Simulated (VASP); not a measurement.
# TiH2 (I4/mmm) in VASP: further runs, part 2 of 2

VASP 6.6.1. Earlier steps stand in the parts before.

### 3 Single point, r2SCAN

This run uses another cell than the first one, of 7.25 Å³/atom.

The input, POSCAR:

```
TiH2
1.0
   -1.5965000000      1.5965000000      2.1335000000
    1.5965000000     -1.5965000000      2.1335000000
    1.5965000000      1.5965000000     -2.1335000000
Ti H
1 2
Direct
    0.0000000000      0.0000000000      0.0000000000
    0.7500000000      0.2500000000      0.5000000000
    0.2500000000      0.7500000000      0.5000000000
```

The input, INCAR.step1:

```
SYSTEM = TiH2
PREC = Accurate
ENCUT = 520
ISMEAR = 0
SIGMA = 0.1
LREAL = .False.
LASPH = .True.
NELM = 80
NBANDS = 14
GGA = PE
ALGO = Normal
EDIFF = 1E-4
LWAVE = .True.
LCHARG = .False.
```

The input, INCAR.step2:

```
SYSTEM = TiH2
PREC = Accurate
ENCUT = 520
EDIFF = 1E-6
ISMEAR = 0
SIGMA = 0.1
LREAL = .False.
LASPH = .True.
NELM = 80
ALGO = Normal
ISIF = 2
LWAVE = .False.
LCHARG = .False.
METAGGA = R2SCAN
LMIXTAU = .True.
NBANDS = 14
ISTART = 1
```

The input, KPOINTS:

```
Automatic mesh
0
Gamma
  18 18 18
  0 0 0
```

Potentials or basis: VASP PAW PBE potentials, release 64 (Ti_sv, H).

The run is started by

```
cat potpaw_PBE.64/Ti_sv/POTCAR potpaw_PBE.64/H/POTCAR > POTCAR
cp INCAR.step1 INCAR
mpirun -np 1 vasp_std > vasp.out
cp INCAR.step2 INCAR
mpirun -np 1 vasp_std > vasp.out
```

OUTCAR:

```text
SYSTEM = TiH2
   PREC = Accurate
   ENCUT = 520
   EDIFF = 1E-6
   ISMEAR = 0
   LREAL = .False.
   LASPH = .True.
   NELM = 80
   ISIF = 2
   METAGGA = R2SCAN
   ISTART = 1

 ion  position               nearest neighbor table
   1  0.000  0.000  0.000-
   2  0.750  0.250  0.500-
   3  0.250  0.750  0.500-

  LATTYP: Found a body centered tetragonal cell.
 ALAT       =     3.1930000000
 C/A-ratio  =     1.3363607892
[... 599 lines left out ...]

------------------------ aborting loop because EDIFF is reached ----------------------------------------

  FORCE on cell =-STRESS in cart. coord.  units (eV):
  Direction    XX          YY          ZZ          XY          YZ          ZX
  --------------------------------------------------------------------------------------
  -------------------------------------------------------------------------------------
  Total       -0.2580082     -0.2580082     -0.4457937      0.0000000      0.0000000      0.0000000
  in kB      -19.0043766    -19.0043766    -32.8362884      0.0000000      0.0000000      0.0000000
  external PRESSURE =     -23.6150139 kB  Pullay stress =       0.0000000 kB

 VOLUME and BASIS-vectors are now :
 -----------------------------------------------------------------------------
  energy-cutoff  :      520.00
  volume of cell :       21.75
      direct lattice vectors                 reciprocal lattice vectors
    -1.596500000  1.596500000  2.133500000     0.000000000  0.313185092  0.234356691
     1.596500000 -1.596500000  2.133500000     0.313185092  0.000000000  0.234356691
     1.596500000  1.596500000 -2.133500000     0.313185092  0.313185092  0.000000000

 POSITION                                       TOTAL-FORCE (eV/Angst)
 -----------------------------------------------------------------------------------
      0.00000      0.00000      0.00000         0.000000     -0.000000      0.000000
     -0.00000      1.59650      1.06675        -0.000000      0.000000      0.000000
      1.59650     -0.00000      1.06675         0.000000      0.000000     -0.000000
 -----------------------------------------------------------------------------------
    total drift:                                0.000000      0.000000      0.000000

  FREE ENERGIE OF THE ION-ELECTRON SYSTEM (eV)
  ---------------------------------------------------
  free  energy   TOTEN  =       -21.4916439592 eV

  energy  without entropy=      -21.4860986602  energy(sigma->0) =      -21.48887131
```

OUTCAR.step1:

```text
SYSTEM = TiH2
   PREC = Accurate
   ENCUT = 520
   ISMEAR = 0
   LREAL = .False.
   LASPH = .True.
   NELM = 80
[... 632 lines left out ...]
      0.00000      0.00000      0.00000         0.000000     -0.000000      0.000000
     -0.00000      1.59650      1.06675        -0.000000      0.000000     -0.000000
      1.59650     -0.00000      1.06675         0.000000     -0.000000      0.000000
 -----------------------------------------------------------------------------------
    total drift:                                0.000000      0.000000      0.000000

  FREE ENERGIE OF THE ION-ELECTRON SYSTEM (eV)
  ---------------------------------------------------
  free  energy   TOTEN  =       -16.0818903388 eV

  energy  without entropy=      -16.0750517212  energy(sigma->0) =      -16.07847103
```

OSZICAR.step1:

```text
N       E                     dE             d eps       ncg     rms          rms(c)
DAV:   1     0.985783375530E+02    0.98578E+02   -0.72127E+03 13448   0.116E+03
DAV:   2    -0.133076786271E+02   -0.11189E+03   -0.10771E+03 14160   0.307E+02
DAV:   3    -0.185027293998E+02   -0.51951E+01   -0.51493E+01 18474   0.665E+01
DAV:   4    -0.186087757490E+02   -0.10605E+00   -0.10598E+00 14718   0.857E+00
DAV:   5    -0.186112669529E+02   -0.24912E-02   -0.24912E-02 16132   0.120E+00    0.136E+01
DAV:   6    -0.161743820935E+02    0.24369E+01   -0.32582E+00 13944   0.305E+01    0.287E+00
DAV:   7    -0.160907174322E+02    0.83665E-01   -0.33340E-01 16530   0.474E+00    0.139E+00
DAV:   8    -0.160811616332E+02    0.95558E-02   -0.64175E-02 15528   0.330E+00    0.537E-01
DAV:   9    -0.160822253042E+02   -0.10637E-02   -0.59174E-03 19812   0.103E+00    0.185E-01
DAV:  10    -0.160818984345E+02    0.32687E-03   -0.10142E-03 14196   0.519E-01    0.186E-02
DAV:  11    -0.160818903388E+02    0.80957E-05   -0.45135E-05  8226   0.925E-02
   1 F= -.16081890E+02 E0= -.16078471E+02  d E =-.683862E-02
```

It took 16 min on 1 thread of AMD EPYC 7R43 (Zen 3), shared host; peak memory 0.22 GiB.

Results:

```
Free energy            : -21.4916 eV
Pressure               : -2.4 GPa
Band gap on the k mesh : zero (bands 7 and 8 overlap by 0.71 eV)
```

Stress tensor (GPa, compression positive):
```
-1.90  0.00  0.00
 0.00 -1.90  0.00
 0.00  0.00 -3.28
```

Levels at points of the mesh, in eV from the Fermi level:
```tsv
k point	band 4	band 5	band 6	band 7	band 8	band 9	band 10	band 11
(0.00, 0.00, 0.00)	-34.76	-11.22	-0.39	-0.39	0.00	0.18	1.28	1.77
(0.50, 0.00, 0.00)	-34.80	-7.81	-5.73	-0.41	0.11	2.29	2.41	4.93
(0.50, 0.50, 0.00)	-34.88	-6.22	-6.05	-3.22	2.37	2.43	2.61	7.02
(0.50, 0.50, 0.50)	-34.93	-6.71	-5.26	-3.09	2.37	2.48	2.48	7.33
```

Caveat: the PAW data sets were made with another functional, which shifts forces and pressure a little.

### 4 Single point, r2SCAN (7.31 Å³/atom)

This run uses another cell than the first one, of 7.31 Å³/atom.

The input, POSCAR:

```
TiH2
1.0
   -1.6105789487      1.6105789487      2.1144880666
    1.6105789487     -1.6105789487      2.1144880666
    1.6105789487      1.6105789487     -2.1144880666
Ti H
1 2
Direct
    0.0000000000      0.0000000000      0.0000000000
    0.7500000000      0.2500000000      0.5000000000
    0.2500000000      0.7500000000      0.5000000000
```

INCAR.step1, as its differences from that of step 3:

```diff
@@ -7,3 +7,3 @@
 LASPH = .True.
-NELM = 80
+NELM = 100
 NBANDS = 14
```

INCAR.step2, as its differences from that of step 3:

```diff
@@ -8,3 +8,3 @@
 LASPH = .True.
-NELM = 80
+NELM = 100
 ALGO = Normal
```

KPOINTS is that of step 3.

The run is started by

```
cat potpaw_PBE.64/Ti_sv/POTCAR potpaw_PBE.64/H/POTCAR > POTCAR
cp INCAR.step1 INCAR
mpirun -np 1 vasp_std > vasp.out
cp INCAR.step2 INCAR
mpirun -np 1 vasp_std > vasp.out
```

Wall time 17 min (1 thread of AMD EPYC 7R43 (Zen 3), shared host); peak memory 0.22 GiB.

Results (log left out):

| Item | Value |
| --- | --- |
| Free energy | -21.4897 eV |
| Pressure | -3.7 GPa |
| Band gap on the k mesh | zero (bands 7 and 8 overlap by 0.68 eV) |

Stress tensor (GPa, compression positive):
```
-3.65  0.00  0.00
 0.00 -3.65  0.00
 0.00  0.00 -3.75
```

Levels at points of the mesh, in eV from the Fermi level:
| k point | band 5 | band 6 | band 7 | band 8 | band 9 | band 10 |
| --- | --- | --- | --- | --- | --- | --- |
| (0.00, 0.00, 0.00) | -11.17 | -0.40 | -0.40 | 0.09 | 0.21 | 1.19 |
| (0.50, 0.00, 0.00) | -7.76 | -5.71 | -0.47 | 0.20 | 2.23 | 2.41 |
| (0.50, 0.50, 0.00) | -6.12 | -6.10 | -3.19 | 2.31 | 2.39 | 2.61 |
| (0.50, 0.50, 0.50) | -6.75 | -5.08 | -3.03 | 2.34 | 2.45 | 2.45 |

Caveat: the cell stands under tension; the PAW data sets were made with another functional, which shifts forces and pressure a little.

### 5 The runs side by side

| cell | gap on the mesh (eV) | pressure (GPa) |
| --- | --- | --- |
| a = 3.075 Å, angles 117.4, 117.4, 94.5°, 3 atoms | none | 0.5 |
| a = 3.106 Å, angles 118.1, 118.1, 93.2°, 3 atoms | none | -2.4 |
| a = 3.108 Å, angles 117.6, 117.6, 94.3°, 3 atoms | none | -3.7 |

Alike in all rows: task single point; level r2SCAN; potentials or basis VASP PAW PBE potentials, release 64 (Ti_sv, H); no spin polarisation; k mesh 18 × 18 × 18; cutoff (eV) 520; smearing gaussian 0.1 eV.

Caveats: the PAW data sets were made with another functional, which shifts forces and pressure a little; the cell stands under tension (at least some runs).

Total energies depend on the potentials used, so only differences within one code and one set of settings carry meaning.
